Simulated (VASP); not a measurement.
Ga2O, 3 atoms in the cell. It takes space group P6/mmm (No. 191, hexagonal). Conventional cell: a = 4.300 Å, b = 4.300 Å, c = 2.908 Å, α = 90.00°, β = 90.00°, γ = 120.00°. Within 3.3 Å of Ga (site symmetry -6m2) lie 3 O at 2.48 Å and 5 Ga at 2.48 to 2.91 Å. O (site symmetry 6/mmm) has 6 Ga at 2.48 Å and 2 O at 2.91 Å within 3.3 Å. The cell was built from a structure type or drawn by symmetry, and may not be a known phase.

```yaml
Program: VASP 6.6.1
Task: single point
Functional: PBE
Potentials_or_basis: VASP PAW PBE potentials, release 64 (Ga_d, O)
Cutoff: 520 eV
k_mesh: 6 × 6 × 8
Occupations: gaussian, width 0.1 eV
Spin: no spin polarisation
Dipole_correction: no
Further_INCAR_settings: ALGO = Normal; EDIFF = 1e-06; NBANDS = 23
```

Potentials or basis: VASP PAW PBE potentials, release 64 (Ga_d, O).

Launch:

```bash
$ cat potpaw_PBE.64/Ga_d/POTCAR potpaw_PBE.64/O/POTCAR > POTCAR
$ mpirun -np 1 vasp_std > vasp.out
```

Hardware: 1 thread of Intel Xeon 8259CL, on a shared host.

Task: Estimate the wall time of this run.

Result: It took 51 s on 1 thread of Intel Xeon 8259CL (shared host), peak memory 0.18 GiB. Counts: scf iterations 19, k points 35.
